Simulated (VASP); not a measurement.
Here is a VASP 6.6.1 calculation.

The input POSCAR:

```
SrO
1.0
    0.0032251846      2.5801476905      2.5801476905
    2.5801476905      0.0032251846      2.5801476905
    2.5833728751      2.5833728751      0.0000000000
Sr O
1 1
Direct
    0.0000000000      0.0000000000      0.0000000000
    0.5000000000      0.5000000000      0.5000000000
```

Contents of INCAR.step1:

```
SYSTEM = SrO
PREC = Accurate
ENCUT = 520
ISMEAR = 0
SIGMA = 0.05
LREAL = .FALSE.
LASPH = .TRUE.
NELM = 60
NBANDS = 15
GGA = PE
ALGO = Normal
EDIFF = 1E-4
LWAVE = .TRUE.
LCHARG = .FALSE.
```

Contents of INCAR.step2:

```
SYSTEM = SrO
PREC = Accurate
ENCUT = 520
EDIFF = 1E-6
ISMEAR = 0
SIGMA = 0.05
LREAL = .FALSE.
LASPH = .TRUE.
NELM = 60
ALGO = Normal
ISIF = 2
LWAVE = .FALSE.
LCHARG = .FALSE.
METAGGA = R2SCAN
LMIXTAU = .TRUE.
NBANDS = 15
ISTART = 1
```

KPOINTS

```
regular mesh
0
G
  8 8 8
  0 0 0
```

Potentials or basis: VASP PAW PBE potentials, release 64 (Sr_sv, O).

Launch:

```sh
$ cat potpaw_PBE.64/Sr_sv/POTCAR potpaw_PBE.64/O/POTCAR > POTCAR
$ cp INCAR.step1 INCAR
$ mpirun -np 1 vasp_std > vasp.out
$ cp INCAR.step2 INCAR
$ mpirun -np 1 vasp_std > vasp.out
```

Question: What does it give for the band gap on the k mesh?

Answer: 3.75 eV, indirect (least direct gap 3.84 eV).

Question: Estimate the pressure.

Answer: 0.5 GPa.

Stress tensor (GPa, compression positive):
```
 0.50 -0.14  0.00
-0.14  0.50  0.00
 0.00  0.00  0.50
```

Caveat: the cell differs from its parent crystal (strain +0.0025 x Voigt [0, 0, 0, 0, 0, 1]); the PAW data sets were made with another functional, which shifts forces and pressure a little. A k mesh can miss the band edges.
